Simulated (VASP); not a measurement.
# SiS in VASP: single point with PBE0

Aim: the single point of SiS with PBE0.

All numbers are computed with VASP 6.6.1; they aren't measurements. Logs are shortened: lines on timing, memory, paths and dates and some standing lists are left out, and cuts for length are marked.

**1. The cell of the first run**

The cell holds a cluster in a box, 2 atoms: a = 9.000 Å, b = 9.000 Å, c = 9.000 Å, α = 90.00°, β = 90.00°, γ = 90.00°.

**2. Single point, PBE0**

POSCAR reads:

```
SiS
1.0
    9.0000000000      0.0000000000      0.0000000000
    0.0000000000      9.0000000000      0.0000000000
    0.0000000000      0.0000000000      9.0000000000
Si S
1 1
Direct
    0.5000000000      0.5000000000      0.3928166667
    0.5000000000      0.5000000000      0.6071833333
```

INCAR.step1 reads:

```
SYSTEM = SiS
PREC     = Accurate       ! precision mode
ENCUT    = 400            ! plane-wave cutoff, eV
EDIFF    = 1E-5           ! SCF threshold, eV
ISMEAR   = 0              ! smearing method
SIGMA    = 0.01           ! smearing width, eV
LREAL    = .FALSE.        ! projectors in reciprocal space
LASPH    = .TRUE.         ! aspherical terms in the spheres
NELM     = 120            ! most SCF steps
ALGO     = Normal         ! electronic algorithm
ISIF     = 2              ! what is computed and relaxed
LWAVE    = .TRUE.         ! write WAVECAR
LCHARG   = .FALSE.        ! write CHGCAR
NBANDS   = 12             ! bands
GGA      = PE             ! functional
GGA_COMPAT= .FALSE.
```

INCAR.step2 reads:

```
SYSTEM = SiS
PREC     = Accurate       ! precision mode
ENCUT    = 400            ! plane-wave cutoff, eV
EDIFF    = 1E-6           ! SCF threshold, eV
ISMEAR   = 0              ! smearing method
SIGMA    = 0.01           ! smearing width, eV
LREAL    = .FALSE.        ! projectors in reciprocal space
LASPH    = .TRUE.         ! aspherical terms in the spheres
NELM     = 120            ! most SCF steps
ALGO     = Normal         ! electronic algorithm
ISIF     = 2              ! what is computed and relaxed
LWAVE    = .FALSE.        ! write WAVECAR
LCHARG   = .FALSE.        ! write CHGCAR
GGA      = PE             ! functional
LHFCALC  = .TRUE.         ! exact exchange
AEXX     = 0.25           ! exact-exchange fraction
PRECFOCK = Normal       
NBANDS   = 12             ! bands
ISTART   = 1            
GGA_COMPAT= .FALSE.
```

KPOINTS reads:

```
regular mesh
0
G
  1 1 1
  0 0 0
```

Potentials or basis: VASP PAW PBE potentials, release 64 (Si, S).

Launch:

```sh
cat potpaw_PBE.64/Si/POTCAR potpaw_PBE.64/S/POTCAR > POTCAR
cp INCAR.step1 INCAR
mpirun -np 1 vasp_gam > vasp.out
cp INCAR.step2 INCAR
mpirun -np 1 vasp_gam > vasp.out
```

OUTCAR:

```text
SYSTEM = SiS
   PREC = Accurate
   ENCUT = 400
   EDIFF = 1E-6
   ISMEAR = 0
   LREAL = .FALSE.
   LASPH = .TRUE.
   NELM = 120
   ISIF = 2
   GGA = PE
   LHFCALC = .TRUE.
   AEXX = 0.25
   PRECFOCK = Normal
   ISTART = 1

 ion  position               nearest neighbor table
   1  0.500  0.500  0.393-   2 1.93
   2  0.500  0.500  0.607-   1 1.93

  LATTYP: Found a simple cubic cell.
 ALAT       =     9.0000000000

  Lattice vectors:

 A1 = (   9.0000000000,   0.0000000000,   0.0000000000)
 A2 = (   0.0000000000,   9.0000000000,   0.0000000000)
 A3 = (   0.0000000000,   0.0000000000,   9.0000000000)

Analysis of symmetry for initial positions (statically):
=====================================================================
 Subroutine PRICEL returns:
 Original cell was already a primitive cell.

 Routine SETGRP: Setting up the symmetry group for a
 simple cubic supercell.

 Subroutine GETGRP returns: Found  8 space group operations
 (whereof  8 operations were pure point group operations)
 out of a pool of 48 trial point group operations.

The static configuration has the point symmetry C_4v.

Analysis of symmetry for dynamics (positions and initial velocities):
=====================================================================
 Subroutine PRICEL returns:
 Original cell was already a primitive cell.

 Routine SETGRP: Setting up the symmetry group for a
 simple cubic supercell.

 Subroutine GETGRP returns: Found  8 space group operations
 (whereof  8 operations were pure point group operations)
 out of a pool of 48 trial point group operations.

The dynamic configuration has the point symmetry C_4v.

 Subroutine INISYM returns: Found  8 space group operations
 (whereof  8 operations are pure point group operations),
 and found     1 'primitive' translations

----------------------------------------------------------------------------------------

                                     Primitive cell

  volume of cell :     729.0000

  direct lattice vectors                    reciprocal lattice vectors
     9.000000000  0.000000000  0.000000000     0.111111111  0.000000000  0.000000000
     0.000000000  9.000000000  0.000000000     0.000000000  0.111111111  0.000000000
     0.000000000  0.000000000  9.000000000     0.000000000  0.000000000  0.111111111

  length of vectors
     9.000000000  9.000000000  9.000000000     0.111111111  0.111111111  0.111111111

[... 63 lines left out ...]
   ISYM   =      3    0-nonsym 1-usesym 2-fastsym
   POTIM  = 0.5000    time-step for ionic-motion
   TEBEG  =    0.0;   TEEND  =   0.0 temperature during run
   PSTRESS=    0.0 pullay stress
   NELECT =      10.0000    total number of electrons
   NUPDOWN=      -1.0000    fix difference up-down
   EMIN   =  10.00;   EMAX   =-10.00  energy-range for DOS
   EFERMI =   0.00;   METHOD = LEGACY
   ISMEAR =     0;   SIGMA  =   0.01  broadening in eV -4-tet -1-fermi 0-gaus
   EFERMI_NEDOS =   21; number of points for ismear=-14 and -15
   IALGO  =     38    algorithm
   IMIX   =      1    mixing-type and parameters
     AMIX     =   0.40;   BMIX     =  1.00
     AMIX_MAG =   1.60;   BMIX_MAG =  1.00
  volume/ion in A,a.u.               =     364.50      2459.77
  Fermi-wavevector in a.u.,A,eV,Ry     =   0.391891  0.740567  2.089567  0.153579
  Thomas-Fermi vector in A             =   1.334863
   LORBIT       =      0    0 simple, 1 ext, 2 COOP (PROOUT), +10 PAW based schemes
   GGA     = PE    functional components
   LHFCALC =     T    Hartree Fock is set to
   PRECFOCK=normal    Normal, Fast or Accurate (Low or Medium for compatibility)
   ENCUT4O =  -1.0   cutoff for four orbital integrals eV
   NKREDX  =     1    reduce k-point grid by
   NKREDY  =     1    reduce k-point grid by
   NKREDZ  =     1    reduce k-point grid by
   AEXX    =    0.2500 exact exchange contribution
   HFSCREEN=    0.0000 screening length (either q_TF or 0.3 A-1)
   HFSCREENC=   0.0000 screening length for correlation (either q_TF or 0.3 A-1)
   ENCUTFOCK=  -1.0 apply spherical cutoff to Coloumb kernel
   IVDW    =     0    specifies the selected vdW correction
   LEPSILON=     F    determine dielectric tensor
   LRPA    =     F    only Hartree local field effects (RPA)
 non-spin polarized calculation
 Gauss-broadening in eV      SIGMA  =   0.01
  energy-cutoff  :      400.00
  volume of cell :      729.00
 maximum number of plane-waves:      6603
 NGX is ok and might be reduce to    60
  NGX = 48; NGY = 48; NGZ = 48

 number of electron      10.0000000 magnetization

 Free energy of the ion-electron system (eV)
  ---------------------------------------------------
  ext. energy  EPLUGINS =         0.00000000
  ---------------------------------------------------
  free energy    TOTEN  =       -11.42553758 eV

  energy without entropy =      -11.42553758  energy(sigma->0) =      -11.42553758

 E-fermi :  -7.4992     XC(G=0):  -1.1245

 val. band max:       -7.5605163862   @ k =   0.0000   0.0000   0.0000
 cond. band min:      -1.7820870746   @ k =   0.0000   0.0000   0.0000
 fundamental gap:      5.7784293117
 Fermi energy:        -7.4992413939

 k-point     1 :       0.0000    0.0000    0.0000
  band No.  band energies     occupation
      1     -19.4392      2.00000
      2     -11.8308      2.00000
      3      -7.7536      2.00000
      4      -7.7536      2.00000
      5      -7.5605      2.00000
      6      -1.7821      0.00000
      7      -1.7821      0.00000
      8       0.1051      0.00000
      9       1.2307      0.00000
     10       1.5278      0.00000
     11       1.8094      0.00000
     12       1.8980      0.00000

------------------------ aborting loop because EDIFF is reached ----------------------------------------

  FORCE on cell =-STRESS in cart. coord.  units (eV):
  Direction    XX          YY          ZZ          XY          YZ          ZX
  --------------------------------------------------------------------------------------
  -------------------------------------------------------------------------------------
  Total       -0.0949888     -0.0949888     -0.5124360      0.0000000      0.0000000      0.0000000
  in kB       -0.2087638     -0.2087638     -1.1262186      0.0000000      0.0000000      0.0000000
  external PRESSURE =      -0.5145821 kB  Pullay stress =       0.0000000 kB

 VOLUME and BASIS-vectors are now :
 -----------------------------------------------------------------------------
  energy-cutoff  :      400.00
  volume of cell :      729.00
      direct lattice vectors                 reciprocal lattice vectors
     9.000000000  0.000000000  0.000000000     0.111111111  0.000000000  0.000000000
     0.000000000  9.000000000  0.000000000     0.000000000  0.111111111  0.000000000
     0.000000000  0.000000000  9.000000000     0.000000000  0.000000000  0.111111111

 POSITION                                       TOTAL-FORCE (eV/Angst)
 -----------------------------------------------------------------------------------
      4.50000      4.50000      3.53535        -0.000000      0.000000      0.091585
      4.50000      4.50000      5.46465         0.000000     -0.000000     -0.091585
 -----------------------------------------------------------------------------------
    total drift:                               -0.000000      0.000000      0.000028

  FREE ENERGIE OF THE ION-ELECTRON SYSTEM (eV)
  ---------------------------------------------------
  free  energy   TOTEN  =       -11.4255375784 eV

  energy  without entropy=      -11.4255375784  energy(sigma->0) =      -11.42553758
```

OUTCAR.step1:

```text
SYSTEM = SiS
   PREC = Accurate
   ENCUT = 400
   EDIFF = 1E-5
   ISMEAR = 0
   LREAL = .FALSE.
   LASPH = .TRUE.
[... 211 lines left out ...]
      4.50000      4.50000      3.53535         0.000000     -0.000000     -0.541548
      4.50000      4.50000      5.46465         0.000000      0.000000      0.541548
 -----------------------------------------------------------------------------------
    total drift:                                0.000000      0.000000      0.000081

  FREE ENERGIE OF THE ION-ELECTRON SYSTEM (eV)
  ---------------------------------------------------
  free  energy   TOTEN  =        -8.4011272034 eV

  energy  without entropy=       -8.4011272034  energy(sigma->0) =       -8.40112720
```

Wall time 40 s (1 thread of Intel Xeon 6975P-C (Granite Rapids), shared host); peak memory 0.47 GiB.

What came out:

- Free energy: -11.4255 eV
- Largest force: 0.092 eV/Å
- Gap between the frontier levels: 5.78 eV

Forces in eV/Å, atoms in the order of the input:
```
Si   0.000  0.000  0.092
S    0.000  0.000 -0.092
```

Caveat: the PAW data sets were made with another functional, which shifts forces and pressure a little.
